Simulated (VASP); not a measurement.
# KBr (R-3m) in VASP: a series of runs

KBr is run at these levels: PBE, r2SCAN; tasks: single point.

All numbers are computed with VASP 6.6.1; they aren't measurements. Logs are shortened: lines on timing, memory, paths and dates and some standing lists are left out, and cuts for length are marked.

### Step 1. The cell of the first run

Symmetry: R-3m, No. 166, trigonal system. Conventional cell: a = 5.623 Å, b = 5.623 Å, c = 6.503 Å, α = 90.00°, β = 90.00°, γ = 120.00°. K (site symmetry -3m) has 8 Br at 3.25 to 3.42 Å and 6 K at 3.90 Å within 4.3 Å. Within 4.3 Å of Br (site symmetry -3m) lie 8 K at 3.25 to 3.42 Å and 6 Br at 3.90 Å.

### Step 2. Single point, PBE (strain along [111] -5.6%)

The input, INCAR:

```
PREC     = Accurate       # precision mode
ENCUT    = 520            # plane-wave cutoff, eV
EDIFF    = 1E-6           # SCF threshold, eV
ISMEAR   = -1             # smearing method
SIGMA    = 0.02           # smearing width, eV
LREAL    = False          # projectors in reciprocal space
LASPH    = True           # aspherical terms in the spheres
NELM     = 100            # most SCF steps
ALGO     = Normal         # electronic algorithm
ISIF     = 2              # what is computed and relaxed
LWAVE    = False          # write WAVECAR
LCHARG   = False          # write CHGCAR
GGA      = PE             # functional
NBANDS   = 15             # bands
```

The input, KPOINTS:

```
regular mesh
0
Gamma
  6 6 6
```

The input, POSCAR:

```
KBr
1.0
    3.9024295061     -0.0738258070     -0.0738258070
   -0.0738258070      3.9024295061     -0.0738258070
   -0.0738258070     -0.0738258070      3.9024295061
K Br
1 1
Direct
    0.0000000000      0.0000000000      0.0000000000
    0.5000000000      0.5000000000      0.5000000000
```

Potentials or basis: VASP PAW PBE potentials, release 64 (K_sv, Br).

On the command line:

```
cat potpaw_PBE.64/K_sv/POTCAR potpaw_PBE.64/Br/POTCAR > POTCAR
mpirun -np 1 vasp_std > vasp.out
```

OUTCAR:

```text
PREC = Accurate
   ENCUT = 520
   EDIFF = 1E-6
   ISMEAR = -1
   LREAL = False
   LASPH = True
   NELM = 100
   ISIF = 2
   GGA = PE

 ion  position               nearest neighbor table
   1  0.000  0.000  0.000-   2 3.25   2 3.25
   2  0.500  0.500  0.500-   1 3.25   1 3.25

  LATTYP: Found a trigonal (rhomboedric) cell.
 ALAT       =     3.9038258862
 COS(alpha) =    -0.0374511245

  Lattice vectors:

 A1 = (   3.9024295061,  -0.0738258070,  -0.0738258070)
 A2 = (  -0.0738258070,   3.9024295061,  -0.0738258070)
 A3 = (  -0.0738258070,  -0.0738258070,   3.9024295061)

Analysis of symmetry for initial positions (statically):
=====================================================================
 Subroutine PRICEL returns:
 Original cell was already a primitive cell.

 Routine SETGRP: Setting up the symmetry group for a
 trigonal (rhombohedral) supercell.

 Subroutine GETGRP returns: Found 12 space group operations
 (whereof 12 operations were pure point group operations)
 out of a pool of 12 trial point group operations.

The static configuration has the point symmetry D_3d.

Analysis of symmetry for dynamics (positions and initial velocities):
=====================================================================
 Subroutine PRICEL returns:
 Original cell was already a primitive cell.

 Routine SETGRP: Setting up the symmetry group for a
 trigonal (rhombohedral) supercell.

 Subroutine GETGRP returns: Found 12 space group operations
 (whereof 12 operations were pure point group operations)
 out of a pool of 12 trial point group operations.

The dynamic configuration has the point symmetry D_3d.

 Subroutine INISYM returns: Found 12 space group operations
 (whereof 12 operations are pure point group operations),
 and found     1 'primitive' translations

----------------------------------------------------------------------------------------

                                     Primitive cell

  volume of cell :      59.3653

  direct lattice vectors                    reciprocal lattice vectors
     3.902429506 -0.073825807 -0.073825807     0.256437716  0.004944811  0.004944811
    -0.073825807  3.902429506 -0.073825807     0.004944811  0.256437716  0.004944811
    -0.073825807 -0.073825807  3.902429506     0.004944811  0.004944811  0.256437716

  length of vectors
     3.903825886  3.903825886  3.903825886     0.256533048  0.256533048  0.256533048

  position of ions in fractional coordinates (direct lattice)
     0.000000000  0.000000000  0.000000000
     0.500000000  0.500000000  0.500000000

  ion indices of the primitive-cell ions
   primitive index   ion index
                 1           1
                 2           2

----------------------------------------------------------------------------------------

 KPOINTS: regular mesh

Automatic generation of k-mesh.
 Grid dimensions read from file:
 generate k-points for:    6    6    6

 Generating k-lattice:

  Cartesian coordinates                     Fractional coordinates (reciprocal lattice)
     0.042739619  0.000824135  0.000824135     0.166666667 -0.000000000 -0.000000000
     0.000824135  0.042739619  0.000824135    -0.000000000  0.166666667 -0.000000000
     0.000824135  0.000824135  0.042739619    -0.000000000 -0.000000000  0.166666667

  Length of vectors
     0.042755508  0.042755508  0.042755508

  Shift w.r.t. Gamma in fractional coordinates (k-lattice)
     0.000000000  0.000000000  0.000000000

 Subroutine IBZKPT returns following result:
 ===========================================

 Found     32 irreducible k-points:

 Following reciprocal coordinates:
            Coordinates               Weight
  0.000000  0.000000  0.000000      1.000000
  0.166667 -0.000000 -0.000000      6.000000
  0.333333  0.000000  0.000000      6.000000
  0.500000 -0.000000  0.000000      3.000000
  0.166667  0.166667  0.000000      6.000000
  0.333333  0.166667  0.000000     12.000000
[... 16 lines left out ...]
  0.500000  0.500000  0.166667      6.000000
 -0.333333  0.500000  0.166667     12.000000
 [... further k-points ...]
   k-points           NKPTS =     32   k-points in BZ     NKDIM =     32   number of bands    NBANDS=     15
   number of dos      NEDOS =    301   number of ions     NIONS =      2
   total plane-waves  NPLWV =  27000
   dimension x,y,z NGX =    30 NGY =   30 NGZ =   30
   dimension x,y,z NGXF=    60 NGYF=   60 NGZF=   60
   ions per type =               1   1
   NGX,Y,Z   is equivalent  to a cutoff of  12.78, 12.78, 12.78 a.u.
   NGXF,Y,Z  is equivalent  to a cutoff of  25.55, 25.55, 25.55 a.u.
 SYSTEM =  unknown system
   PREC   = accura    normal or accurate (medium, high low for compatibility)
   ISTART =      0    job   : 0-new  1-cont  2-samecut
   ICHARG =      2    charge: 1-file 2-atom 10-const
   ISPIN  =      1    spin polarized calculation?
   LNONCOLLINEAR =      F non collinear calculations
   LSORBIT =      F    spin-orbit coupling
   LASPH  =      T    aspherical Exc in radial PAW
   ENCUT  =  520.0 eV  38.22 Ry    6.18 a.u.   7.26  7.26  7.26*2*pi/ulx,y,z
   NELM   =    100;   NELMIN=  2; NELMDL= -5     # of ELM steps
   EDIFF  = 0.1E-05   stopping-criterion for ELM
   LREAL  =      F    real-space projection
   EDIFFG = 0.1E-04   stopping-criterion for IOM
   NSW    =      0    number of steps for IOM
   IBRION =     -1    ionic relax: 0-MD 1-quasi-New 2-CG
   NFREE  =      0    steps in history (QN), initial steepest desc. (CG)
   ISIF   =      2    stress and relaxation
   ISYM   =      2    0-nonsym 1-usesym 2-fastsym
   POTIM  = 0.5000    time-step for ionic-motion
   TEBEG  =    0.0;   TEEND  =   0.0 temperature during run
   PSTRESS=    0.0 pullay stress
   NELECT =      16.0000    total number of electrons
   NUPDOWN=      -1.0000    fix difference up-down
   EMIN   =  10.00;   EMAX   =-10.00  energy-range for DOS
   EFERMI =   0.00;   METHOD = LEGACY
   ISMEAR =    -1;   SIGMA  =   0.02  broadening in eV -4-tet -1-fermi 0-gaus
   EFERMI_NEDOS =   21; number of points for ismear=-14 and -15
   IALGO  =     38    algorithm
   IMIX   =      4    mixing-type and parameters
     AMIX     =   0.40;   BMIX     =  1.00
     AMIX_MAG =   1.60;   BMIX_MAG =  1.00
  volume/ion in A,a.u.               =      29.68       200.31
  Fermi-wavevector in a.u.,A,eV,Ry     =   1.057476  1.998340 15.214793  1.118256
  Thomas-Fermi vector in A             =   2.192750
   LORBIT       =      0    0 simple, 1 ext, 2 COOP (PROOUT), +10 PAW based schemes
   GGA     = PE    functional components
   LHFCALC =     F    Hartree Fock is set to
   AEXX    =    0.0000 exact exchange contribution
   IVDW    =     0    specifies the selected vdW correction
   LEPSILON=     F    determine dielectric tensor
   LRPA    =     F    only Hartree local field effects (RPA)
 non-spin polarized calculation
  energy-cutoff  :      520.00
  volume of cell :       59.37
 maximum number of plane-waves:      1625
 NGX is ok and might be reduce to    30
   NGX = 15   NGY = 15   NGZ = 15

 number of electron      16.0000004 magnetization

 Free energy of the ion-electron system (eV)
  ---------------------------------------------------
  ext. energy  EPLUGINS =         0.00000000
  ---------------------------------------------------
  free energy    TOTEN  =        -6.02874209 eV

  energy without entropy =       -6.02874209  energy(sigma->0) =       -6.02874209

 E-fermi :   0.2559     XC(G=0):  -8.2803

 val. band max:       -0.2054747790   @ k =   0.5000   0.5000  -0.0000
 cond. band min:       4.0213041694   @ k =   0.0000   0.0000   0.0000
 fundamental gap:      4.2267789484
 Fermi energy:         0.2558864844

 k-point     1 :       0.0000    0.0000    0.0000
  band No.  band energies     occupation
      1     -28.7214      2.00000
      2     -13.2127      2.00000
      3     -12.1444      2.00000
      4     -12.1358      2.00000
      5     -12.1358      2.00000
      6      -0.5395      2.00000
      7      -0.4733      2.00000
      8      -0.4733      2.00000
      9       4.0213      0.00000
     10       5.5144      0.00000
     11       5.5144      0.00000
     12       9.4724      0.00000
     13       9.7427      0.00000
     14       9.7427      0.00000
     15      12.5629      0.00000

 k-point     2 :       0.1667   -0.0000   -0.0000
  band No.  band energies     occupation
      1     -28.7174      2.00000
      2     -13.2627      2.00000
      3     -12.1345      2.00000
      4     -12.1292      2.00000
      5     -12.0805      2.00000
      6      -1.1400      2.00000
      7      -0.5284      2.00000
      8      -0.4627      2.00000
      9       4.6877      0.00000
     10       5.7467      0.00000
     11       6.1948      0.00000
     12       9.5310      0.00000
     13       9.6034      0.00000
     14       9.8187      0.00000
     15      11.4931      0.00000

 k-point     3 :       0.3333    0.0000    0.0000
  band No.  band energies     occupation
      1     -28.7092      2.00000
      2     -13.3590      2.00000
      3     -12.1242      2.00000
      4     -12.1159      2.00000
      5     -11.9580      2.00000
      6      -2.0905      2.00000
      7      -0.5555      2.00000
      8      -0.4420      2.00000
      9       5.8925      0.00000
     10       6.3973      0.00000
     11       7.5389      0.00000
     12       9.4253      0.00000
     13       9.7164      0.00000
     14       9.8304      0.00000
     15      10.1065      0.00000
[... 343 lines left out ...]
 k-point    23 :       0.5000    0.5000    0.1667
  band No.  band energies     occupation
      1     -28.6866      2.00000
      2     -12.8578      2.00000
      3     -12.3345      2.00000
      4     -12.3155      2.00000
      5     -12.1373      2.00000
      6      -1.8622      2.00000
      7      -1.7824      2.00000
      8      -0.7302      2.00000
      9       5.4795      0.00000
     10       7.2543      0.00000
     11       7.6897      0.00000
     12       7.8611      0.00000
     13      10.3649      0.00000
     14      10.7134      0.00000
     15      11.2641      0.00000

 k-point    24 :      -0.3333    0.5000    0.1667
  band No.  band energies     occupation
      1     -28.6903      2.00000
      2     -13.0366      2.00000
      3     -12.2779      2.00000
      4     -12.1851      2.00000
      5     -12.1176      2.00000
      6      -1.9759      2.00000
      7      -1.5457      2.00000
      8      -0.7692      2.00000
      9       5.9062      0.00000
     10       7.2210      0.00000
     11       7.6735      0.00000
     12       8.2843      0.00000
     13       9.5950      0.00000
     14      10.0721      0.00000
     15      11.2299      0.00000

 [... further k-points ...]
[... 5 lines left out ...]
  --------------------------------------------------------------------------------------
  -------------------------------------------------------------------------------------
  Total        0.8471965      0.8471965      0.8471965      0.1627469      0.1627469      0.1627469
  in kB       22.8645123     22.8645123     22.8645123      4.3922839      4.3922839      4.3922839
  external PRESSURE =      22.8645123 kB  Pullay stress =       0.0000000 kB

 VOLUME and BASIS-vectors are now :
 -----------------------------------------------------------------------------
  energy-cutoff  :      520.00
  volume of cell :       59.37
      direct lattice vectors                 reciprocal lattice vectors
     3.902429506 -0.073825807 -0.073825807     0.256437716  0.004944811  0.004944811
    -0.073825807  3.902429506 -0.073825807     0.004944811  0.256437716  0.004944811
    -0.073825807 -0.073825807  3.902429506     0.004944811  0.004944811  0.256437716

 POSITION                                       TOTAL-FORCE (eV/Angst)
 -----------------------------------------------------------------------------------
      0.00000      0.00000      0.00000        -0.000000      0.000000      0.000000
      1.87739      1.87739      1.87739         0.000000     -0.000000      0.000000
 -----------------------------------------------------------------------------------
    total drift:                                0.000000      0.000000     -0.000000

  FREE ENERGIE OF THE ION-ELECTRON SYSTEM (eV)
  ---------------------------------------------------
  free  energy   TOTEN  =        -6.0287420874 eV

  energy  without entropy=       -6.0287420874  energy(sigma->0) =       -6.02874209
```

It took 11 s on 1 thread of Intel Xeon 6975P-C (Granite Rapids), shared host; peak memory 0.17 GiB.

What came out:

| Quantity | Value |
| --- | --- |
| Free energy | -6.0287 eV |
| Pressure | 2.3 GPa |
| Band gap on the k mesh | 4.23 eV, indirect (least direct gap 4.49 eV) |

Caveat: the cell differs from its parent crystal (strain along [111] -5.6%). A k mesh can miss the band edges.

### Step 3. Single point, r2SCAN (strain along [111] -5.6%)

POSCAR is that of step 2.

The input, INCAR.step1:

```
SYSTEM = KBr
ALGO = Normal
EDIFF = 1E-4
ENCUT = 520
GGA = PE
ISMEAR = 0
LASPH = .True.
LCHARG = .False.
LREAL = .False.
LWAVE = .True.
NBANDS = 15
NELM = 80
PREC = Accurate
SIGMA = 0.01
```

The input, INCAR.step2:

```
SYSTEM = KBr
ALGO = Normal
EDIFF = 1E-7
ENCUT = 520
ISIF = 2
ISMEAR = 0
ISTART = 1
LASPH = .True.
LCHARG = .False.
LMIXTAU = .True.
LREAL = .False.
LWAVE = .False.
METAGGA = R2SCAN
NBANDS = 15
NELM = 80
PREC = Accurate
SIGMA = 0.01
```

The input, KPOINTS:

```
k-points
0
Gamma
  6 6 6
  0 0 0
```

Potentials or basis: VASP PAW PBE potentials, release 64 (K_sv, Br).

On the command line:

```
cat potpaw_PBE.64/K_sv/POTCAR potpaw_PBE.64/Br/POTCAR > POTCAR
cp INCAR.step1 INCAR
mpirun -np 1 vasp_std > vasp.out
cp INCAR.step2 INCAR
mpirun -np 1 vasp_std > vasp.out
```

Run time: 48 s. Hardware: 1 thread of Intel Xeon 6975P-C (Granite Rapids), shared host; peak memory 0.18 GiB.

The run converged. Its results:

```
Free energy            : -23.1211 eV
Pressure               : 1.4 GPa
Band gap on the k mesh : 4.99 eV, indirect (least direct gap 5.27 eV)
```

Stress tensor (GPa, compression positive):
```
1.37 0.48 0.48
0.48 1.37 0.48
0.48 0.48 1.37
```

Levels at points of the mesh, in eV from the valence-band top:
```
           k point  band 5  band 6  band 7  band 8  band 9  band 10  band 11  band 12
(0.00, 0.00, 0.00)  -12.31   -0.34   -0.27   -0.27    4.99     6.28     6.28    10.47
(0.50, 0.00, 0.00)  -12.06   -2.27   -0.36   -0.22    7.64     7.80     8.96     9.60
(0.50, 0.50, 0.00)  -12.26   -1.66   -1.56    0.00    5.85     7.30     8.80     8.87
(0.50, 0.50, 0.50)  -12.40   -1.73   -1.73   -1.69    8.10     8.10     8.72    10.51
```

Caveat: the cell differs from its parent crystal (strain along [111] -5.6%); the PAW data sets were made with another functional, which shifts forces and pressure a little. A k mesh can miss the band edges.
